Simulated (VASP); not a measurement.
# Pt (Fm-3m) in VASP: notebook, part 2 of 2

VASP 6.6.1. The steps go on from the part before.

## (3) Single point, PBEsol (13.68 Å³/atom)

This run uses another cell than the first one, of 13.68 Å³/atom.

INCAR

```
SYSTEM = Pt
PREC = Accurate
ENCUT = 520
EDIFF = 1E-6
ISMEAR = 0
SIGMA = 0.15
LREAL = .FALSE.
LASPH = .TRUE.
NELM = 60
ALGO = Normal
ISIF = 2
LWAVE = .FALSE.
LCHARG = .FALSE.
GGA = PS
NBANDS = 11
```

KPOINTS

```
regular mesh
0
G
  22 22 22
  0 0 0
```

POSCAR

```
Pt
1.0
    0.0000000000      1.8983364941      1.8983364941
    1.8983364941      0.0000000000      1.8983364941
    1.8983364941      1.8983364941      0.0000000000
Pt
1
Direct
    0.0000000000      0.0000000000      0.0000000000
```

Potentials or basis: VASP PAW PBE potentials, release 64 (Pt).

Started as:

```bash
> cat potpaw_PBE.64/Pt/POTCAR > POTCAR
> mpirun -np 1 vasp_std > vasp.out
```

OUTCAR:

```text
SYSTEM = Pt
   PREC = Accurate
   ENCUT = 520
   EDIFF = 1E-6
   ISMEAR = 0
   LREAL = .FALSE.
   LASPH = .TRUE.
   NELM = 60
   ISIF = 2
   GGA = PS

 ion  position               nearest neighbor table
   1  0.000  0.000  0.000-

  LATTYP: Found a face centered cubic cell.
 ALAT       =     3.7966729882

  Lattice vectors:

 A1 = (   0.0000000000,   1.8983364941,   1.8983364941)
 A2 = (   1.8983364941,   0.0000000000,   1.8983364941)
 A3 = (   1.8983364941,   1.8983364941,   0.0000000000)

Analysis of symmetry for initial positions (statically):
=====================================================================
 Subroutine PRICEL returns:
 Original cell was already a primitive cell.

 Routine SETGRP: Setting up the symmetry group for a
 face centered cubic supercell.

 Subroutine GETGRP returns: Found 48 space group operations
 (whereof 48 operations were pure point group operations)
 out of a pool of 48 trial point group operations.

The static configuration has the point symmetry O_h .

Analysis of symmetry for dynamics (positions and initial velocities):
=====================================================================
 Subroutine PRICEL returns:
 Original cell was already a primitive cell.

 Routine SETGRP: Setting up the symmetry group for a
 face centered cubic supercell.

 Subroutine GETGRP returns: Found 48 space group operations
 (whereof 48 operations were pure point group operations)
 out of a pool of 48 trial point group operations.

The dynamic configuration has the point symmetry O_h .

 Subroutine INISYM returns: Found 48 space group operations
 (whereof 48 operations are pure point group operations),
 and found     1 'primitive' translations

----------------------------------------------------------------------------------------

                                     Primitive cell

  volume of cell :      13.6820

  direct lattice vectors                    reciprocal lattice vectors
[... 106 lines left out ...]
  volume/ion in A,a.u.               =      13.68        92.33
  Fermi-wavevector in a.u.,A,eV,Ry     =   1.474659  2.786702 29.587494  2.174619
  Thomas-Fermi vector in A             =   2.589403
   LORBIT       =      0    0 simple, 1 ext, 2 COOP (PROOUT), +10 PAW based schemes
   GGA     = PS    functional components
   LHFCALC =     F    Hartree Fock is set to
   AEXX    =    0.0000 exact exchange contribution
   IVDW    =     0    specifies the selected vdW correction
   LEPSILON=     F    determine dielectric tensor
   LRPA    =     F    only Hartree local field effects (RPA)
 non-spin polarized calculation
 Gauss-broadening in eV      SIGMA  =   0.15
  energy-cutoff  :      520.00
  volume of cell :       13.68
 maximum number of plane-waves:       380
   NGX =  9   NGY =  9   NGZ =  9

 number of electron      10.0000001 magnetization

 Free energy of the ion-electron system (eV)
  ---------------------------------------------------
  ext. energy  EPLUGINS =         0.00000000
  ---------------------------------------------------
  free energy    TOTEN  =        -6.84310217 eV

  energy without entropy =       -6.82592997  energy(sigma->0) =       -6.83451607

 E-fermi :  13.0813     XC(G=0): -14.2096

 val. band max:       13.0792209426   @ k =   0.4545   0.4545   0.0000
 cond. band min:      13.0832501466   @ k =  -0.4545   0.2273   0.0000
 fundamental gap:      0.0040292040
 Fermi energy:        13.0813396972

 k-point     1 :       0.0000    0.0000    0.0000
  band No.  band energies     occupation
      1       1.6316      2.00000
      2       8.6251      2.00000
      3       8.6251      2.00000
      4       8.6251      2.00000
      5      11.1806      2.00000
      6      11.1806      2.00000
      7      27.3633      0.00000
      8      32.8859      0.00000
      9      32.8859      0.00000
     10      32.8859      0.00000
     11      38.5502      0.00000
[... 309 lines left out ...]
 k-point    24 :      -0.4545    0.0455    0.0000
  band No.  band energies     occupation
      1       4.6948      2.00000
      2       8.4926      2.00000
      3       8.6103      2.00000
      4      11.4651      2.00000
      5      13.0297      1.37365
      6      13.7085      0.00000
      7      19.8884      0.00000
      8      27.1524      0.00000
      9      32.4206      0.00000
     10      32.8644      0.00000
     11      42.6519      0.00000

 [... further k-points ...]
[... 5 lines left out ...]
  --------------------------------------------------------------------------------------
  -------------------------------------------------------------------------------------
  Total        2.9585988      2.9585988      2.9585988     -0.0000000     -0.0000000      0.0000000
  in kB      346.4551901    346.4551901    346.4551901     -0.0000000     -0.0000000      0.0000000
  external PRESSURE =     346.4551901 kB  Pullay stress =       0.0000000 kB

 VOLUME and BASIS-vectors are now :
 -----------------------------------------------------------------------------
  energy-cutoff  :      520.00
  volume of cell :       13.68
      direct lattice vectors                 reciprocal lattice vectors
     0.000000000  1.898336494  1.898336494    -0.263388499  0.263388499  0.263388499
     1.898336494  0.000000000  1.898336494     0.263388499 -0.263388499  0.263388499
     1.898336494  1.898336494  0.000000000     0.263388499  0.263388499 -0.263388499

 POSITION                                       TOTAL-FORCE (eV/Angst)
 -----------------------------------------------------------------------------------
      0.00000      0.00000      0.00000         0.000000      0.000000      0.000000
 -----------------------------------------------------------------------------------
    total drift:                                0.000000     -0.000000      0.000000

  FREE ENERGIE OF THE ION-ELECTRON SYSTEM (eV)
  ---------------------------------------------------
  free  energy   TOTEN  =        -6.8431021719 eV

  energy  without entropy=       -6.8259299736  energy(sigma->0) =       -6.83451607
```

OSZICAR:

```text
N       E                     dE             d eps       ncg     rms          rms(c)
DAV:   1     0.404968056363E+02    0.40497E+02   -0.54449E+03  7344   0.859E+02
DAV:   2    -0.666850240417E+01   -0.47165E+02   -0.45472E+02  8280   0.183E+02
DAV:   3    -0.726853188567E+01   -0.60003E+00   -0.59650E+00  8449   0.196E+01
DAV:   4    -0.727070812860E+01   -0.21762E-02   -0.21761E-02  8401   0.138E+00
DAV:   5    -0.727072345227E+01   -0.15324E-04   -0.15325E-04  8489   0.106E-01    0.178E+01
DAV:   6    -0.690706801970E+01    0.36366E+00   -0.68948E-01  7891   0.682E+00    0.927E+00
DAV:   7    -0.684821789453E+01    0.58850E-01   -0.19466E-01  8416   0.349E+00    0.261E+00
DAV:   8    -0.684333561138E+01    0.48823E-02   -0.10217E-02  7887   0.940E-01    0.638E-01
DAV:   9    -0.684309655243E+01    0.23906E-03   -0.19840E-04  8221   0.134E-01    0.222E-02
DAV:  10    -0.684310198623E+01   -0.54338E-05   -0.40819E-06  9186   0.140E-02    0.212E-03
DAV:  11    -0.684310217195E+01   -0.18572E-06   -0.49884E-08  4556   0.209E-03
   1 F= -.68431022E+01 E0= -.68345161E+01  d E =-.171722E-01
```

It took 44 s on 1 thread of Intel Xeon 8259CL, shared host; peak memory 0.17 GiB.

What came out:

```
Free energy            : -6.8431 eV
Pressure               : 34.6 GPa
Band gap on the k mesh : zero (bands 5 and 6 overlap by 2.65 eV)
```

Caveat: the cell stands under pressure; the PAW data sets were made with another functional, which shifts forces and pressure a little; spin-orbit coupling is left out, which moves the levels of the heavy elements.

## (4) Single point, PBEsol (14.36 Å³/atom)

This run uses another cell than the first one, of 14.36 Å³/atom.

INCAR

```
PREC = Accurate
ENCUT = 520
EDIFF = 1E-6
ISMEAR = 0
SIGMA = 0.15
LREAL = False
LASPH = True
NELM = 60
ALGO = Normal
ISIF = 2
LWAVE = False
LCHARG = False
GGA = PS
NBANDS = 11
```

KPOINTS

```
regular mesh
0
Gamma
  22 22 22
```

POSCAR

```
Pt
1.0
    0.0000000000      1.9291443853      1.9291443853
    1.9291443853      0.0000000000      1.9291443853
    1.9291443853      1.9291443853      0.0000000000
Pt
1
Direct
    0.0000000000      0.0000000000      0.0000000000
```

Potentials or basis: VASP PAW PBE potentials, release 64 (Pt).

Started as:

```bash
> cat potpaw_PBE.64/Pt/POTCAR > POTCAR
> mpirun -np 1 vasp_std > vasp.out
```

OUTCAR:

```text
PREC = Accurate
   ENCUT = 520
   EDIFF = 1E-6
   ISMEAR = 0
   LREAL = False
   LASPH = True
   NELM = 60
   ISIF = 2
   GGA = PS

 ion  position               nearest neighbor table
   1  0.000  0.000  0.000-

  LATTYP: Found a face centered cubic cell.
 ALAT       =     3.8582887706

  Lattice vectors:

 A1 = (   0.0000000000,   1.9291443853,   1.9291443853)
 A2 = (   1.9291443853,   0.0000000000,   1.9291443853)
 A3 = (   1.9291443853,   1.9291443853,   0.0000000000)

Analysis of symmetry for initial positions (statically):
[... 508 lines left out ...]
      5      12.0167      1.37652
      6      12.6910      0.00000
      7      18.4751      0.00000
      8      26.2889      0.00000
      9      31.0782      0.00000
     10      31.5229      0.00000
     11      40.8443      0.00000

 [... further k-points ...]
[... 5 lines left out ...]
  --------------------------------------------------------------------------------------
  -------------------------------------------------------------------------------------
  Total        1.3152098      1.3152098      1.3152098      0.0000000      0.0000000      0.0000000
  in kB      146.7511158    146.7511158    146.7511158      0.0000000      0.0000000      0.0000000
  external PRESSURE =     146.7511158 kB  Pullay stress =       0.0000000 kB

 VOLUME and BASIS-vectors are now :
 -----------------------------------------------------------------------------
  energy-cutoff  :      520.00
  volume of cell :       14.36
      direct lattice vectors                 reciprocal lattice vectors
     0.000000000  1.929144385  1.929144385    -0.259182259  0.259182259  0.259182259
     1.929144385  0.000000000  1.929144385     0.259182259 -0.259182259  0.259182259
     1.929144385  1.929144385  0.000000000     0.259182259  0.259182259 -0.259182259

 POSITION                                       TOTAL-FORCE (eV/Angst)
 -----------------------------------------------------------------------------------
      0.00000      0.00000      0.00000         0.000000      0.000000      0.000000
 -----------------------------------------------------------------------------------
    total drift:                                0.000000     -0.000000     -0.000000

  FREE ENERGIE OF THE ION-ELECTRON SYSTEM (eV)
  ---------------------------------------------------
  free  energy   TOTEN  =        -6.9459003577 eV

  energy  without entropy=       -6.9272166467  energy(sigma->0) =       -6.93655850
```

OSZICAR:

```text
N       E                     dE             d eps       ncg     rms          rms(c)
DAV:   1     0.398304858903E+02    0.39830E+02   -0.54037E+03  7368   0.851E+02
DAV:   2    -0.676062304478E+01   -0.46591E+02   -0.44823E+02  8350   0.181E+02
DAV:   3    -0.738477631864E+01   -0.62415E+00   -0.62087E+00  8496   0.198E+01
DAV:   4    -0.738713565087E+01   -0.23593E-02   -0.23591E-02  8364   0.143E+00
DAV:   5    -0.738715312648E+01   -0.17476E-04   -0.17476E-04  8505   0.112E-01    0.154E+01
DAV:   6    -0.700231133005E+01    0.38484E+00   -0.80851E-01  7807   0.724E+00    0.793E+00
DAV:   7    -0.695062988943E+01    0.51681E-01   -0.17915E-01  8401   0.329E+00    0.261E+00
DAV:   8    -0.694616307365E+01    0.44668E-02   -0.81874E-03  7828   0.835E-01    0.658E-01
DAV:   9    -0.694589549113E+01    0.26758E-03   -0.19815E-04  8134   0.132E-01    0.277E-02
DAV:  10    -0.694590019620E+01   -0.47051E-05   -0.38758E-06  9073   0.138E-02    0.382E-03
DAV:  11    -0.694590035771E+01   -0.16151E-06   -0.47005E-08  4493   0.200E-03
   1 F= -.69459004E+01 E0= -.69365585E+01  d E =-.186837E-01
```

It took 34 s on 1 thread of Intel Xeon 8259CL, shared host; peak memory 0.17 GiB.

Results:

| Quantity | Value |
| --- | --- |
| Free energy | -6.9459 eV |
| Pressure | 14.7 GPa |
| Band gap on the k mesh | zero (bands 5 and 6 overlap by 2.44 eV) |

Levels at points of the mesh, in eV from the Fermi level:
```csv
k point,band 2,band 3,band 4,band 5,band 6,band 7,band 8,band 9
"(0.00, 0.00, 0.00)",-4.12,-4.12,-4.12,-1.76,-1.76,14.47,19.71,19.71
"(0.50, 0.00, 0.00)",-4.19,-4.19,-0.75,0.06,0.06,6.19,14.04,19.27
"(0.50, 0.50, 0.00)",-7.18,0.03,0.55,0.55,1.61,9.38,11.49,11.49
```

Caveat: the cell stands under pressure; the PAW data sets were made with another functional, which shifts forces and pressure a little; spin-orbit coupling is left out, which moves the levels of the heavy elements.

## (5) Summary

```csv
cell,gap on the mesh (eV),pressure (GPa)
"a = 2.640 Å, angles 60.0°, 1 atom",none,61.2
"a = 2.685 Å, angles 60.0°, 1 atom",none,34.6
"a = 2.728 Å, angles 60.0°, 1 atom",none,14.7
```

Alike in all rows: task single point; level PBEsol; potentials or basis VASP PAW PBE potentials, release 64 (Pt); no spin polarisation; k mesh 22 × 22 × 22; cutoff (eV) 520; smearing gaussian 0.15 eV.

Caveats: the cell stands under pressure; the PAW data sets were made with another functional, which shifts forces and pressure a little; spin-orbit coupling is left out, which moves the levels of the heavy elements.

Total energies depend on the potentials used, so only differences within one code and one set of settings carry meaning.
